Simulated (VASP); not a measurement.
Wanted: the native input for a VASP 6.6.1 run.

```
Task                   : single point
Functional             : PBE
Potentials or basis    : VASP PAW PBE potentials, release 64 (Ca_sv, In_d, O)
Cutoff                 : 520 eV
k mesh                 : 4 × 4 × 4
Occupations            : gaussian, width 0.1 eV
Spin                   : no spin polarisation
Dipole correction      : no
Further INCAR settings : ALGO = Normal; EDIFF = 1e-06; NBANDS = 36
```

The structure of CaIn3O lies in POSCAR:

```
CaIn3O
1.0
    4.7349305800      0.0000000000      0.0000000000
    0.0000000000      4.7349305800      0.0000000000
    0.0000000000      0.0000000000      4.7349305800
Ca In O
1 3 1
Direct
    0.5000000000      0.5000000000      0.5000000000
    0.0000000000      0.5000000000      0.5000000000
    0.5000000000      0.0000000000      0.5000000000
    0.5000000000      0.5000000000      0.0000000000
    0.0000000000      0.0000000000      0.0000000000
```

The cell was generated, and may not be a known phase.

These files were run (other wordings do the same):

INCAR

```
SYSTEM = CaIn3O
PREC     = Accurate       ! precision mode
ENCUT    = 520            ! plane-wave cutoff, eV
EDIFF    = 1E-6           ! SCF threshold, eV
ISMEAR   = 0              ! smearing method
SIGMA    = 0.1            ! smearing width, eV
LREAL    = .FALSE.        ! projectors in reciprocal space
LASPH    = .TRUE.         ! aspherical terms in the spheres
NELM     = 100            ! most SCF steps
ALGO     = Normal         ! electronic algorithm
ISIF     = 2              ! what is computed and relaxed
LWAVE    = .FALSE.        ! write WAVECAR
LCHARG   = .FALSE.        ! write CHGCAR
GGA      = PE             ! functional
NBANDS   = 36             ! bands
```

KPOINTS

```
regular mesh
0
G
  4 4 4
  0 0 0
```

Potentials or basis: VASP PAW PBE potentials, release 64 (Ca_sv, In_d, O).

Run with:

```console
$ cat potpaw_PBE.64/Ca_sv/POTCAR potpaw_PBE.64/In_d/POTCAR potpaw_PBE.64/O/POTCAR > POTCAR
$ mpirun -np 1 vasp_std > vasp.out
```

It gave:

The pressure is 33.2 GPa and the band gap on the k mesh is zero (an odd number of electrons rules out a gap without spin polarisation).

Caveat: the cell stands under pressure; spin-orbit coupling is left out, which moves the levels of the heavy elements; an odd number of electrons without spin polarisation forces a metal; a magnetic or distorted state may lie lower.

It took 68 s on 1 thread of Intel Xeon 8259CL, with other jobs on the host, peak memory 0.22 GiB.
